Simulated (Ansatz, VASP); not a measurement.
## One calculation of Mo3Ru, two programs

```
Mo Ru
1.0
     0.00000    3.22911    3.22911
     3.22911    0.00000    3.22911
     3.22911    3.22911    0.00000
Mo Ru
3 1
Direct
  0.75000 0.75000 0.75000
  0.25000 0.25000 0.25000
  0.00000 0.00000 0.00000
  0.50000 0.50000 0.50000
```

Alike in both runs: task relaxation of cell and atoms; functional PBE; k mesh 6 × 6 × 6; occupations gaussian, width 0.1 eV; no spin polarisation.

```csv
,VASP,Ansatz
version,VASP 6.6.1,Ansatz 0.2.0
potentials or method,"VASP PAW PBE potentials, release 64 (Mo_sv, Ru_pv), cutoff 600 eV","scalar-relativistic, plane waves, PAW"
valence electrons in the cell,56,58
```

|  | VASP | Ansatz | Ansatz less VASP |
| --- | --- | --- | --- |
| gap on the k mesh at the Fermi level, each at its own relaxed structure (eV) | none | none | - |
| relaxed volume (Å³/atom) | 15.40 | 15.38 | -0.012 |
| relaxed cell length with the largest relative difference (Å) | 4.433 | 4.431 | -0.0012 |

A gap of «none» marks a metal or a gap that the smearing closes. VASP's potentials hold 56 valence electrons a cell and Ansatz's 58, so a difference there can come from the potentials and not from the codes.
